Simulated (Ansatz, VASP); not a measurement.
## W: VASP beside Ansatz

```
W
1.0
    -1.58480    1.58480    1.58480
     1.58480   -1.58480    1.58480
     1.58480    1.58480   -1.58480
W
1
Cartesian
  0.0000 0.0000 0.0000
```

Alike in both runs: task single point; functional r2SCAN; k mesh 14 × 14 × 14; occupations methfessel-paxton of order 1, width 0.03 eV; no spin polarisation.

```csv
,VASP,Ansatz
version,VASP 6.6.1,Ansatz 0.2.0
potentials or method,"VASP PAW PBE potentials, release 64 (W_sv), cutoff 520 eV","plane waves (500 eV) with PAW, scalar-relativistic"
valence electrons in the cell,14,14
```

VASP gave:

| Quantity | Value |
| --- | --- |
| pressure (GPa) | 1.4 |

Estimate Ansatz's values.

pressure (GPa): 0.2.

VASP's potentials were made for PBE, not for r2SCAN.

Spin-orbit coupling is off throughout.
